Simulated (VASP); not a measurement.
# Ba (P6_3/mmc) in VASP: a series of runs

Runs on Ba. Level: LDA. Tasks: single point.

Everything below comes from runs of VASP 6.6.1. Logs are shortened: lines on timing, memory, paths and dates and some standing lists are left out, and cuts for length are marked.

## Step 1: The cell of the first run

Symmetry: P6_3/mmc, No. 194, hexagonal system. The conventional cell has a = 4.289 Å, b = 4.289 Å, c = 6.953 Å, α = 90.00°, β = 90.00°, γ = 120.00°. Ba (site symmetry -6m2) has 12 Ba at 4.27 to 4.29 Å within 5.6 Å.

This isn't the form of Ba at room conditions, which is bcc.

## Step 2: Single point, LDA (55.38 Å³/atom)

The input, INCAR:

```
SYSTEM = Ba
ALGO = Normal ; EDIFF = 1E-6
ENCUT = 500 ; GGA_COMPAT = .FALSE.
ISIF = 2 ; ISMEAR = -1
LASPH = .TRUE. ; LCHARG = .FALSE.
LREAL = .FALSE. ; LWAVE = .FALSE.
NBANDS = 17 ; NELM = 120
PREC = Accurate ; SIGMA = 0.1
```

The input, KPOINTS:

```
k-points
0
G
  10 10 5
  0 0 0
```

The input, POSCAR:

```
Ba
1.0
    4.2889153497      0.0000000000      0.0000000000
   -2.1444576748      3.7143096475      0.0000000000
    0.0000000000      0.0000000000      6.9527005658
Ba
2
Direct
    0.3333333333      0.6666666667      0.2500000000
    0.6666666667      0.3333333333      0.7500000000
```

Potentials or basis: VASP PAW LDA potentials, release 64 (Ba_sv).

The run is started by

```bash
> cat potpaw_LDA.64/Ba_sv/POTCAR > POTCAR
> mpirun -np 1 vasp_std > vasp.out
```

OUTCAR:

```text
SYSTEM = Ba
   EDIFF = 1E-6
   ENCUT = 500
   ISIF = 2
   ISMEAR = -1
   LASPH = .TRUE.
   LREAL = .FALSE.
   NELM = 120
   PREC = Accurate

 ion  position               nearest neighbor table
   1  0.333  0.667  0.250-   2 4.27   2 4.27   2 4.27   2 4.27   2 4.27   2 4.27
   2  0.667  0.333  0.750-   1 4.27   1 4.27   1 4.27   1 4.27   1 4.27   1 4.27

  LATTYP: Found a hexagonal cell.
 ALAT       =     4.2889153497
 C/A-ratio  =     1.6210859854

  Lattice vectors:

 A1 = (   4.2889153497,   0.0000000000,   0.0000000000)
 A2 = (  -2.1444576748,   3.7143096475,   0.0000000000)
 A3 = (   0.0000000000,   0.0000000000,   6.9527005658)

Analysis of symmetry for initial positions (statically):
=====================================================================
 Subroutine PRICEL returns:
 Original cell was already a primitive cell.

 Routine SETGRP: Setting up the symmetry group for a
 hexagonal supercell.

 Subroutine GETGRP returns: Found 24 space group operations
 (whereof 12 operations were pure point group operations)
 out of a pool of 24 trial point group operations.

The static configuration has the point symmetry D_3d.
 The point group associated with its full space group is D_6h.

Analysis of symmetry for dynamics (positions and initial velocities):
=====================================================================
 Subroutine PRICEL returns:
 Original cell was already a primitive cell.

 Routine SETGRP: Setting up the symmetry group for a
 hexagonal supercell.

 Subroutine GETGRP returns: Found 24 space group operations
 (whereof 12 operations were pure point group operations)
 out of a pool of 24 trial point group operations.

The dynamic configuration has the point symmetry D_3d.
 The point group associated with its full space group is D_6h.

 Subroutine INISYM returns: Found 24 space group operations
 (whereof 12 operations are pure point group operations),
 and found     1 'primitive' translations

----------------------------------------------------------------------------------------

                                     Primitive cell

  volume of cell :     110.7590

  direct lattice vectors                    reciprocal lattice vectors
     4.288915350  0.000000000  0.000000000     0.233159183  0.134614517  0.000000000
    -2.144457675  3.714309647  0.000000000     0.000000000  0.269229034  0.000000000
[... 83 lines left out ...]
   ENCUT  =  500.0 eV  36.75 Ry    6.06 a.u.   7.82  7.82 12.68*2*pi/ulx,y,z
   NELM   =    120;   NELMIN=  2; NELMDL= -5     # of ELM steps
   EDIFF  = 0.1E-05   stopping-criterion for ELM
   LREAL  =      F    real-space projection
   EDIFFG = 0.1E-04   stopping-criterion for IOM
   NSW    =      0    number of steps for IOM
   IBRION =     -1    ionic relax: 0-MD 1-quasi-New 2-CG
   NFREE  =      0    steps in history (QN), initial steepest desc. (CG)
   ISIF   =      2    stress and relaxation
   ISYM   =      2    0-nonsym 1-usesym 2-fastsym
   POTIM  = 0.5000    time-step for ionic-motion
   TEBEG  =    0.0;   TEEND  =   0.0 temperature during run
   PSTRESS=    0.0 pullay stress
   NELECT =      20.0000    total number of electrons
   NUPDOWN=      -1.0000    fix difference up-down
   EMIN   =  10.00;   EMAX   =-10.00  energy-range for DOS
   EFERMI =   0.00;   METHOD = LEGACY
   ISMEAR =    -1;   SIGMA  =   0.10  broadening in eV -4-tet -1-fermi 0-gaus
   EFERMI_NEDOS =   21; number of points for ismear=-14 and -15
   IALGO  =     38    algorithm
   IMIX   =      4    mixing-type and parameters
     AMIX     =   0.40;   BMIX     =  1.00
     AMIX_MAG =   1.60;   BMIX_MAG =  1.00
  volume/ion in A,a.u.               =      55.38       373.72
  Fermi-wavevector in a.u.,A,eV,Ry     =   0.925320  1.748601 11.649533  0.856216
  Thomas-Fermi vector in A             =   2.051161
   LORBIT       =      0    0 simple, 1 ext, 2 COOP (PROOUT), +10 PAW based schemes
   GGA     = CA    functional components
   LHFCALC =     F    Hartree Fock is set to
   AEXX    =    0.0000 exact exchange contribution
   IVDW    =     0    specifies the selected vdW correction
   LEPSILON=     F    determine dielectric tensor
   LRPA    =     F    only Hartree local field effects (RPA)
 non-spin polarized calculation
  energy-cutoff  :      500.00
  volume of cell :      110.76
 maximum number of plane-waves:      2836
 NGX is ok and might be reduce to    32
   NGX = 15   NGY = 15   NGZ = 25

 number of electron      20.0000001 magnetization

 Free energy of the ion-electron system (eV)
  ---------------------------------------------------
  ext. energy  EPLUGINS =         0.00000000
  ---------------------------------------------------
  free energy    TOTEN  =        -4.53282593 eV

  energy without entropy =       -4.43065158  energy(sigma->0) =       -4.48173875

 E-fermi :   1.8953     XC(G=0):  -8.0425

 val. band max:        1.8939731700   @ k =   0.3000   0.3000   0.2000
 cond. band min:       1.9126821563   @ k =   0.3000   0.1000   0.0000
 fundamental gap:      0.0187089863
 Fermi energy:         1.8952940669

 k-point     1 :       0.0000    0.0000    0.0000
  band No.  band energies     occupation
      1     -26.7179      2.00000
      2     -26.6439      2.00000
      3     -12.3009      2.00000
      4     -11.6883      2.00000
      5     -11.6883      2.00000
      6     -11.5935      2.00000
[... 457 lines left out ...]
      4     -12.1347      2.00000
      5     -11.9319      2.00000
      6     -11.8454      2.00000
[... 9 lines left out ...]
     16       5.9447      0.00000
     17       6.2882      0.00000

 [... further k-points ...]

------------------------ aborting loop because EDIFF is reached ----------------------------------------

  FORCE on cell =-STRESS in cart. coord.  units (eV):
  Direction    XX          YY          ZZ          XY          YZ          ZX
  --------------------------------------------------------------------------------------
  -------------------------------------------------------------------------------------
  Total       -0.1828371     -0.1828371     -0.1712106     -0.0000000      0.0000000      0.0000000
  in kB       -2.6448182     -2.6448182     -2.4766355     -0.0000000      0.0000000      0.0000000
  external PRESSURE =      -2.5887573 kB  Pullay stress =       0.0000000 kB

 VOLUME and BASIS-vectors are now :
 -----------------------------------------------------------------------------
  energy-cutoff  :      500.00
  volume of cell :      110.76
      direct lattice vectors                 reciprocal lattice vectors
     4.288915350  0.000000000  0.000000000     0.233159183  0.134614517  0.000000000
    -2.144457675  3.714309647  0.000000000     0.000000000  0.269229034  0.000000000
     0.000000000  0.000000000  6.952700566     0.000000000  0.000000000  0.143829004

 POSITION                                       TOTAL-FORCE (eV/Angst)
 -----------------------------------------------------------------------------------
     -0.00000      2.47621      1.73818         0.000000      0.000000      0.000000
      2.14446      1.23810      5.21453        -0.000000      0.000000      0.000000
 -----------------------------------------------------------------------------------
    total drift:                               -0.000000      0.000000     -0.000000

  FREE ENERGIE OF THE ION-ELECTRON SYSTEM (eV)
  ---------------------------------------------------
  free  energy   TOTEN  =        -4.5328259251 eV

  energy  without entropy=       -4.4306515837  energy(sigma->0) =       -4.48173875
```

stdout:

```text
POSCAR found type information on POSCAR Ba
 POSCAR found :  1 types and       2 ions
 scaLAPACK will be used
 LDA part: xc-table for (Slater(with rela. corr.)+CA(PZ))
 , standard interpolation
 POSCAR, INCAR and KPOINTS ok, starting setup
 FFT: planning ... GRIDC
 FFT: planning ... GRID_SOFT
 FFT: planning ... GRID
 WAVECAR not read
 entering main loop
```

It took 37 s on 1 thread of Intel Xeon 6975P-C (Granite Rapids), shared host; peak memory 0.22 GiB.

What came out:

```
Free energy            : -4.5328 eV
Pressure               : -0.3 GPa
Band gap on the k mesh : zero (bands 10 and 11 overlap by 0.39 eV)
```

Caveat: spin-orbit coupling is left out, which moves the levels of the heavy elements.

## Step 3: Single point, LDA (57.51 Å³/atom)

This run uses another cell than the first one, of 57.51 Å³/atom.

The input, INCAR:

```
SYSTEM = Ba
PREC = Accurate
ENCUT = 500
EDIFF = 1E-6
ISMEAR = -1
SIGMA = 0.1
LREAL = .False.
LASPH = .True.
NELM = 120
ALGO = Normal
ISIF = 2
LWAVE = .False.
LCHARG = .True.
LELF = .True.
LVHAR = .True.
NBANDS = 17
GGA_COMPAT = .False.
```

The input, KPOINTS:

```
regular mesh
0
Gamma
  10 10 5
  0 0 0
```

The input, POSCAR:

```
Ba
1.0
    4.3432111814      0.0000000000      0.0000000000
   -2.1716055907      3.7613312171      0.0000000000
    0.0000000000      0.0000000000      7.0407187776
Ba
2
Direct
    0.3333333333      0.6666666667      0.2500000000
    0.6666666667      0.3333333333      0.7500000000
```

Potentials or basis: VASP PAW LDA potentials, release 64 (Ba_sv).

The run is started by

```bash
> cat potpaw_LDA.64/Ba_sv/POTCAR > POTCAR
> mpirun -np 1 vasp_std > vasp.out
```

It took 43 s on 1 thread of Intel Xeon 6975P-C (Granite Rapids), shared host; peak memory 0.22 GiB.

Results (log left out):

```yaml
Free_energy: -4.5217 eV
Pressure: -0.6 GPa
Band_gap_on_the_k_mesh: zero (bands 10 and 11 overlap by 0.37 eV)
```

Levels at points of the mesh, in eV from the Fermi level:
```tsv
k point	band 7	band 8	band 9	band 10	band 11	band 12	band 13	band 14
(0.00, 0.00, 0.00)	-13.57	-13.57	-2.81	-1.02	1.46	1.80	1.80	1.83
(0.50, 0.00, 0.00)	-13.72	-13.65	-0.72	-0.53	-0.25	0.82	1.54	1.65
```

Caveat: spin-orbit coupling is left out, which moves the levels of the heavy elements.
